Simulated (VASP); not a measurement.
# BN (R3m) in VASP: a series of runs, part 2 of 2

VASP 6.6.1. Earlier steps stand in the parts before.

### Step 3. Relaxation of cell and atoms, PBE+D3(BJ), target pressure 16 GPa, at which the enthalpy is minimised

INCAR reads:

```
ALGO = Normal
EDIFF = 1E-7
EDIFFG = -0.001
ENCUT = 600
GGA = PE
GGA_COMPAT = False
IBRION = 2
ISIF = 3
ISMEAR = 0
IVDW = 12
LASPH = True
LCHARG = False
LREAL = False
LWAVE = False
NELM = 120
NELMIN = 4
NSW = 80
PREC = Accurate
PSTRESS = 160.0
SIGMA = 0.01
```

KPOINTS reads:

```
k-points
0
Gamma
  12 12 12
```

POSCAR reads:

```
BN
1.0
    1.2530563198      0.7234524035      3.2939237303
   -1.2530563198      0.7234524035      3.2939237303
    0.0000000000     -1.4469048071      3.2939237303
B N
1 1
Direct
    0.9996973422      0.9996973422      0.9996973422
    0.3327356578      0.3327356578      0.3327356578
```

Potentials or basis: VASP PAW PBE potentials, release 64 (B, N).

The run is started by

```bash
cat potpaw_PBE.64/B/POTCAR potpaw_PBE.64/N/POTCAR > POTCAR
mpirun -np 1 vasp_std > vasp.out
```

OUTCAR:

```text
EDIFF = 1E-7
   EDIFFG = -0.001
   ENCUT = 600
   GGA = PE
   IBRION = 2
   ISIF = 3
   ISMEAR = 0
   IVDW = 12
   LASPH = True
   LREAL = False
   NELM = 120
   NELMIN = 4
   NSW = 80
   PREC = Accurate
   PSTRESS = 160.0
 IVDW          = 12

 ion  position               nearest neighbor table
   1  1.000  1.000  1.000-   2 1.45   2 1.45   2 1.45
   2  0.333  0.333  0.333-   1 1.45   1 1.45   1 1.45

  LATTYP: Found a trigonal (rhomboedric) cell.
 ALAT       =     3.5977030258
 COS(alpha) =     0.7573833760

  Lattice vectors:

 A1 = (   1.2530563198,   0.7234524035,   3.2939237303)
 A2 = (  -1.2530563198,   0.7234524035,   3.2939237303)
 A3 = (   0.0000000000,  -1.4469048071,   3.2939237303)

Analysis of symmetry for initial positions (statically):
=====================================================================
 Subroutine PRICEL returns:
 Original cell was already a primitive cell.

 Routine SETGRP: Setting up the symmetry group for a
 trigonal (rhombohedral) supercell.

 Subroutine GETGRP returns: Found  6 space group operations
 (whereof  6 operations were pure point group operations)
 out of a pool of 12 trial point group operations.

The static configuration has the point symmetry C_3v.

Analysis of symmetry for dynamics (positions and initial velocities):
[... 159 lines left out ...]
  free energy    TOTEN  =       -17.57817417 eV

  energy without entropy =      -17.57817417  energy(sigma->0) =      -17.57817417

------------------------ aborting loop because EDIFF is reached ----------------------------------------

 Edisp (eV)   -0.28468

 E8    (eV) :    -0.0835
[... 113 lines left out ...]
  energy  without entropy=      -17.8149774372  energy(sigma->0) =      -17.81497744

  enthalpy is  TOTEN    =       -16.1285087188 eV   P V=        1.6864687184

[... ionic steps 4 to 16 ...]

--------------------------------------- Ionic step       17  -------------------------------------------

 number of electron       8.0000000 magnetization

------------------------ aborting loop because EDIFF is reached ----------------------------------------
[... 79 lines left out ...]
--------------------------------------- Ionic step       19  -------------------------------------------

 number of electron       8.0000000 magnetization

 Free energy of the ion-electron system (eV)
  ---------------------------------------------------
  ext. energy  EPLUGINS =         0.00000000
  ---------------------------------------------------
  free energy    TOTEN  =       -17.37668506 eV

  energy without entropy =      -17.37668506  energy(sigma->0) =      -17.37668506

 E-fermi :   4.5495     XC(G=0): -11.4861

 val. band max:        4.4571035703   @ k =  -0.1667   0.4167   0.0833
 cond. band min:       8.1174448516   @ k =   0.5000   0.5000   0.0000
 fundamental gap:      3.6603412814
 Fermi energy:         4.5495455615

 k-point     1 :       0.0000    0.0000    0.0000
  band No.  band energies     occupation
      1     -14.1861      2.00000
      2       1.6694      2.00000
      3       3.0506      2.00000
      4       3.0506      2.00000
      5      11.4176      0.00000
      6      16.2404      0.00000
      7      16.2404      0.00000
      8      17.8352      0.00000
[... 243 lines left out ...]
 k-point    24 :      -0.4167    0.1667   -0.0000
  band No.  band energies     occupation
      1     -10.3070      2.00000
      2      -4.7044      2.00000
      3      -1.0994      2.00000
      4       4.2088      2.00000
      5       9.7857      0.00000
      6      16.4920      0.00000
      7      18.9591      0.00000
      8      20.1452      0.00000

 [... further k-points ...]

------------------------ aborting loop because EDIFF is reached ----------------------------------------

 Edisp (eV)   -0.36361

 E8    (eV) :    -0.1082
[... 29 lines left out ...]
  energy  without entropy=      -17.7402987160  energy(sigma->0) =      -17.74029872

  enthalpy is  TOTEN    =       -16.2999469640 eV   P V=        1.4403517520

 reached required accuracy - stopping structural energy minimisation
```

OSZICAR:

```text
N       E                     dE             d eps       ncg     rms          rms(c)
DAV:   1     0.192148810389E+02    0.19215E+02   -0.52944E+03  3072   0.106E+03
DAV:   2    -0.187655333602E+02   -0.37980E+02   -0.36826E+02  4064   0.200E+02
DAV:   3    -0.193416567461E+02   -0.57612E+00   -0.57612E+00  3776   0.301E+01
DAV:   4    -0.193429951236E+02   -0.13384E-02   -0.13384E-02  4880   0.124E+00
[... 150 lines left out ...]
       N       E                     dE             d eps       ncg     rms          rms(c)
DAV:   1    -0.173766851940E+02    0.21666E-03   -0.19018E-05  3472   0.461E-02    0.361E-03
DAV:   2    -0.173766850348E+02    0.15925E-06   -0.82354E-07  4024   0.805E-03    0.148E-03
DAV:   3    -0.173766850393E+02   -0.45185E-08   -0.49383E-08  1712   0.203E-03    0.573E-04
DAV:   4    -0.173766850595E+02   -0.20237E-07   -0.10740E-08  1536   0.134E-03
  19 F= -.16299947E+02 E0= -.16299947E+02  d E =-.994163E-08
```

Wall time 8.1 min (1 thread of Intel Xeon 6975P-C, shared host); peak memory 0.2 GiB.

What came out:

- Free energy: -17.7403 eV
- Relaxed volume: 7.21 Å³/atom
- Relaxed cell: a = 3.068 Å, b = 3.068 Å, c = 3.068 Å, α = 47.62°, β = 47.62°, γ = 47.62°
- Space group after relaxing (to 0.05 Å): R3m (No. 160)
- Energy change on relaxing (the enthalpy is what falls): +61.3 meV/atom
- Ionic steps: 19
- Pressure after relaxing: 16.0 GPa
- Band gap on the k mesh: 3.66 eV, indirect (least direct gap 4.96 eV)
- Dispersion energy per atom: -0.182 eV

The path:
```
step  energy change (eV)  largest force (eV/Å)  pressure (GPa)  volume (Å³)
   1              0.0000                0.0003           -0.10        17.92
   2              0.2566                0.0145           41.50        15.68
   3              0.0479                0.0060           15.82        16.89
   4              0.0474                0.0351           15.79        16.08
   5              0.2334                0.3763           21.75        13.62
   6              0.1037                0.1600           17.57        14.67
   7              0.1245                0.1960           18.23        14.43
   8              0.1294                0.2044           18.38        14.38
   9              0.1026                0.0449            9.31        14.69
  10              0.1159                0.1098           14.85        14.50
  11              0.1205                0.0672           16.49        14.45
  12              0.1183                0.0008           15.85        14.47
  13              0.1197                0.0006           15.92        14.45
  14              0.1224                0.0007           16.02        14.42
  15              0.1225                0.0007           16.01        14.42
  16              0.1227                0.0007           16.02        14.42
  17              0.1226                0.0007           16.02        14.42
  18              0.1224                0.0002           15.94        14.42
  19              0.1226                0.0005           16.00        14.42
```

Final structure:
```
B N
1.0
     1.23854    0.71507    2.71424
    -1.23854    0.71507    2.71424
     0.00000   -1.43014    2.71424
B N
1 1
Direct
  0.00108 0.00108 0.00108
  0.33136 0.33136 0.33136
```

Caveat: the cell is relaxed towards a set pressure, so the enthalpy falls and the energy may rise; the volume moved by over 15 % at a fixed basis, so the end points are rough. A k mesh can miss the band edges.

### Step 4. Single point, PBE+D3(BJ)

This run uses another cell than the first one: it holds 48 atoms, not 2.

INCAR reads:

```
PREC = Accurate
ENCUT = 600
EDIFF = 1E-6
ISMEAR = 0
SIGMA = 0.01
LREAL = Auto
LASPH = True
NELM = 120
ALGO = Normal
ISIF = 2
LWAVE = False
LCHARG = True
GGA = PE
IVDW = 12
LELF = True
LVHAR = True
NBANDS = 126
GGA_COMPAT = False
```

KPOINTS reads:

```
Automatic mesh
0
Gamma
  1 1 1
```

POSCAR reads:

```
BN
1.0
    6.2652845352     -3.6172637130      3.2948837600
    2.5061138141     -7.2345274259     -3.2948837601
    7.5183414423      1.4469054852     -3.2948837600
B N
24 24
Direct
    0.4995967255      0.1252520466      0.3752520466
    0.3329300588      0.9169187132      0.4169187132
    0.3329300588      0.1669187132      0.1669187132
    0.6662633922      0.0835853799      0.5835853799
    0.1662633922      0.9585853799      0.2085853799
    0.4995967255      0.8752520466      0.6252520466
    0.9995967255      0.7502520466      0.2502520466
    0.3329300588      0.6669187132      0.6669187132
    0.8329300588      0.5419187132      0.2919187132
    0.6662633922      0.3335853799      0.3335853799
    0.8329300588      0.0419187132      0.7919187132
    0.6662633922      0.8335853799      0.8335853799
    0.1662633922      0.7085853799      0.4585853799
    0.4995967255      0.6252520466      0.8752520466
    0.9995967255      0.5002520466      0.5002520466
    0.3329300588      0.4169187132      0.9169187132
    0.8329300588      0.2919187132      0.5419187132
    0.9995967255      0.0002520466      0.0002520466
    0.8329300588      0.7919187132      0.0419187132
    0.6662633922      0.5835853799      0.0835853799
    0.1662633922      0.4585853799      0.7085853799
    0.4995967255      0.3752520466      0.1252520466
    0.9995967255      0.2502520466      0.7502520466
    0.1662633922      0.2085853799      0.9585853799
    0.6103139412      0.6810537868      0.9310537868
    0.4436472745      0.4727204534      0.9727204534
    0.4436472745      0.7227204534      0.7227204534
    0.7769806078      0.6393871201      0.1393871201
    0.2769806078      0.5143871201      0.7643871201
    0.6103139412      0.4310537868      0.1810537868
    0.1103139412      0.3060537868      0.8060537868
    0.4436472745      0.2227204534      0.2227204534
    0.9436472745      0.0977204534      0.8477204534
    0.7769806078      0.8893871201      0.8893871201
    0.9436472745      0.5977204534      0.3477204534
    0.7769806078      0.3893871201      0.3893871201
    0.2769806078      0.2643871201      0.0143871201
    0.6103139412      0.1810537868      0.4310537868
    0.1103139412      0.0560537868      0.0560537868
    0.4436472745      0.9727204534      0.4727204534
    0.9436472745      0.8477204534      0.0977204534
    0.1103139412      0.5560537868      0.5560537868
    0.9436472745      0.3477204534      0.5977204534
    0.7769806078      0.1393871201      0.6393871201
    0.2769806078      0.0143871201      0.2643871201
    0.6103139412      0.9310537868      0.6810537868
    0.1103139412      0.8060537868      0.3060537868
    0.2769806078      0.7643871201      0.5143871201
```

Potentials or basis: VASP PAW PBE potentials, release 64 (B, N).

The run is started by

```bash
cat potpaw_PBE.64/B/POTCAR potpaw_PBE.64/N/POTCAR > POTCAR
mpirun -np 1 vasp_gam > vasp.out
```

OUTCAR:

```text
PREC = Accurate
   ENCUT = 600
   EDIFF = 1E-6
   ISMEAR = 0
   LREAL = Auto
   LASPH = True
   NELM = 120
   ISIF = 2
   GGA = PE
   IVDW = 12
 IVDW          = 12

 ion  position               nearest neighbor table
   1  0.500  0.125  0.375-  38 1.45  40 1.45  32 1.45
   2  0.333  0.917  0.417-  48 1.45  45 1.45  40 1.45
   3  0.333  0.167  0.167-  45 1.45  37 1.45  32 1.45
   4  0.666  0.084  0.584-  44 1.45  46 1.45  38 1.45
[... 358 lines left out ...]
  -------------------------------------------------------------------------------------
  Total      -0.85461    -0.49144    -5.58257     0.31451    -0.27292     0.47270
  in kB      -3.18341    -1.83063   -20.79512     1.17155    -1.01661     1.76082
  external pressure =       -8.60 kB  Pullay stress =        0.00 kB

 VOLUME and BASIS-vectors are now :
 -----------------------------------------------------------------------------
  energy-cutoff  :      600.00
  volume of cell :      430.11
      direct lattice vectors                 reciprocal lattice vectors
     6.265284535 -3.617263713  3.294883760     0.066504029 -0.038396119  0.134889264
     2.506113814 -7.234527426 -3.294883760    -0.016626007 -0.105589328 -0.084305790
     7.518341442  1.446905485 -3.294883760     0.083130037  0.067193209 -0.084305790

 POSITION                                       TOTAL-FORCE (eV/Angst)
 -----------------------------------------------------------------------------------
      6.26528     -2.17036     -0.00299        -0.027373      0.015804      0.018652
      7.51834     -7.23453     -3.29787        -0.027373      0.015804      0.018652
      3.75917     -2.17036     -0.00299        -0.027373      0.015804      0.018652
      8.77140     -2.17036     -0.00299        -0.027373      0.015804      0.018652
      5.01223     -7.23453     -3.29787        -0.027373      0.015804      0.018652
     10.02446     -7.23453     -3.29787        -0.027373      0.015804      0.018652
[... 40 lines left out ...]
      5.01223     -5.78762     -3.30079         0.027373     -0.015804     -0.018652
      7.51834     -5.78762     -3.30079         0.027373     -0.015804     -0.018652
 -----------------------------------------------------------------------------------
    total drift:                                0.003253     -0.001878      0.003727

  FREE ENERGIE OF THE ION-ELECTRON SYSTEM (eV)
  ---------------------------------------------------
  free  energy   TOTEN  =      -429.3405167334 eV

  energy  without entropy=     -429.3405167334  energy(sigma->0) =     -429.34051673
```

stdout:

```text
POSCAR found type information on POSCAR B N
 POSCAR found :  2 types and      48 ions
 scaLAPACK will be used
 LDA part: xc-table for (Slater+PW92), standard interpolation
 POSCAR, INCAR and KPOINTS ok, starting setup
 FFT: planning ... GRIDC
 FFT: planning ... GRID_SOFT
 FFT: planning ... GRID
 WAVECAR not read
 entering main loop
```

Run time: 4 min. Hardware: 1 thread of AMD EPYC 7R43 (Zen 3), shared host; peak memory 0.57 GiB.

What came out:

```
Free energy                : -429.3405 eV
Pressure                   : -0.9 GPa
Largest force              : 0.037 eV/Å
Band gap on the k mesh     : 4.73 eV
Dispersion energy per atom : -0.142 eV
```

Forces on the atoms (eV/Å):
```
B   -0.027  0.016  0.019
B   -0.027  0.016  0.019
B   -0.027  0.016  0.019
B   -0.027  0.016  0.019
B   -0.027  0.016  0.019
B   -0.027  0.016  0.019
B   -0.027  0.016  0.019
B   -0.027  0.016  0.019
B   -0.027  0.016  0.019
B   -0.027  0.016  0.019
B   -0.027  0.016  0.019
B   -0.027  0.016  0.019
B   -0.027  0.016  0.019
B   -0.027  0.016  0.019
B   -0.027  0.016  0.019
B   -0.027  0.016  0.019
B   -0.027  0.016  0.019
B   -0.027  0.016  0.019
B   -0.027  0.016  0.019
B   -0.027  0.016  0.019
B   -0.027  0.016  0.019
B   -0.027  0.016  0.019
B   -0.027  0.016  0.019
B   -0.027  0.016  0.019
N    0.027 -0.016 -0.019
N    0.027 -0.016 -0.019
N    0.027 -0.016 -0.019
N    0.027 -0.016 -0.019
N    0.027 -0.016 -0.019
N    0.027 -0.016 -0.019
N    0.027 -0.016 -0.019
N    0.027 -0.016 -0.019
N    0.027 -0.016 -0.019
N    0.027 -0.016 -0.019
N    0.027 -0.016 -0.019
N    0.027 -0.016 -0.019
N    0.027 -0.016 -0.019
N    0.027 -0.016 -0.019
N    0.027 -0.016 -0.019
N    0.027 -0.016 -0.019
N    0.027 -0.016 -0.019
N    0.027 -0.016 -0.019
N    0.027 -0.016 -0.019
N    0.027 -0.016 -0.019
N    0.027 -0.016 -0.019
N    0.027 -0.016 -0.019
N    0.027 -0.016 -0.019
N    0.027 -0.016 -0.019
```

Caveat: the k points lie up to 0.98 Å⁻¹ apart. A k mesh can miss the band edges.

### Step 5. Relaxation of the atoms, PBE+D3(BJ) (strain along c alone, the other axes held: -6.0 %)

INCAR reads:

```
SYSTEM = BN
  PREC = Accurate
  ENCUT = 520
  EDIFF = 1E-7
  ISMEAR = 0
  SIGMA = 0.02
  LREAL = .FALSE.
  LASPH = .TRUE.
  NELM = 100
  ALGO = Normal
  ISIF = 2
  LWAVE = .FALSE.
  LCHARG = .FALSE.
  GGA = PE
  IVDW = 12
  IBRION = 2
  NSW = 60
  EDIFFG = -0.008
```

KPOINTS reads:

```
regular mesh
0
G
  12 12 4
  0 0 0
```

POSCAR reads:

```
BN
1.0
    2.5061138137      0.0000000000      0.0000000000
   -1.2530569069      2.1703582275      0.0000000000
    0.0000000000      0.0000000000      9.2915722041
B N
3 3
Direct
    0.0000000000      0.0000000000      0.0001943935
    0.6666666667      0.3333333333      0.3335277269
    0.3333333333      0.6666666667      0.6668610602
    0.6666666667      0.3333333333      0.0007059398
    0.3333333333      0.6666666667      0.3340392731
    0.0000000000      0.0000000000      0.6673726065
```

The run is started by

```bash
cat potpaw_PBE.64/B/POTCAR potpaw_PBE.64/N/POTCAR > POTCAR
mpirun -np 1 vasp_std > vasp.out
```

Wall time 51 s (1 thread of AMD EPYC 7R13 (Zen 3), shared host); peak memory 0.18 GiB.

The run converged. Its results:

- Free energy: -53.5552 eV
- Energy gained by relaxing: 0.0 meV/atom
- Ionic steps: 2
- Pressure after relaxing: 0.8 GPa
- Band gap on the k mesh: 4.03 eV
- Dispersion energy per atom: -0.153 eV

Forces in eV/Å, atoms in the order of the input:
```
B    0.000  0.000  0.003
B    0.000  0.000  0.003
B    0.000  0.000  0.003
N    0.000  0.000 -0.003
N    0.000  0.000 -0.003
N    0.000  0.000 -0.003
```

Stress tensor (GPa, compression positive):
```
0.00 0.00 0.00
0.00 0.00 0.00
0.00 0.00 2.45
```

Final structure:
```
B N
1.0
     2.50611    0.00000    0.00000
    -1.25306    2.17036    0.00000
     0.00000    0.00000    9.29157
B N
3 3
Direct
  0.00000 0.00000 0.00012
  0.66667 0.33333 0.33345
  0.33333 0.66667 0.66679
  0.66667 0.33333 0.00078
  0.33333 0.66667 0.33411
  0.00000 0.00000 0.66745
```

Levels at points of the mesh, in eV from the valence-band top:
| k point | band 9 | band 10 | band 11 | band 12 | band 13 | band 14 | band 15 | band 16 |
| --- | --- | --- | --- | --- | --- | --- | --- | --- |
| (0.00, 0.00, 0.00) | -1.36 | -1.36 | -1.33 | -1.33 | 5.69 | 9.66 | 9.66 | 11.51 |
| (0.50, 0.00, 0.00) | -4.11 | -1.39 | -0.82 | -0.82 | 4.03 | 5.30 | 5.30 | 9.72 |
| (0.00, 0.00, 0.50) | -1.34 | -1.34 | -1.34 | -1.34 | 7.10 | 7.10 | 10.94 | 11.48 |
| (0.50, 0.00, 0.50) | -4.08 | -1.27 | -1.27 | -0.48 | 4.56 | 4.56 | 5.35 | 9.74 |

Caveat: the cell differs from its parent crystal (strain along c alone, the other axes held: -6.0 %). A k mesh can miss the band edges.

### Step 6. Overview

```csv
task,cell,k mesh,cutoff (eV),smearing,gap on the mesh (eV),pressure (GPa)
single point,"a = 3.602 Å, angles 40.7°, 2 atoms",12 × 12 × 12,600,gaussian 0.02 eV,4.23,-0.1
relaxation of cell and atoms,"relaxed to 16 GPa from a = 3.598 Å, angles 40.8°, 2 atoms",12 × 12 × 12,600,gaussian 0.01 eV,3.66,16.0
single point,"a = 7.950, b = 8.335, c = 8.335 Å, angles 73.9, 62.1, 62.1°, 48 atoms",1 × 1 × 1,600,gaussian 0.01 eV,4.73,-0.9
relaxation of the atoms,"atoms relaxed from a = 2.506, b = 2.506, c = 9.292 Å, angles 90.0, 90.0, 120.0°, 6 atoms",12 × 12 × 4,520,gaussian 0.02 eV,4.03,0.8
```

Alike in all rows: level PBE+D3(BJ); potentials or basis VASP PAW PBE potentials, release 64 (B, N); no spin polarisation.

Caveats: some runs use coarse meshes; the cell is relaxed towards a set pressure, so the enthalpy falls and the energy may rise (some runs); the volume moved by over 15 % at a fixed basis, so the end points are rough (some runs).

Total energies depend on the potentials used, so only differences within one code and one set of settings carry meaning.
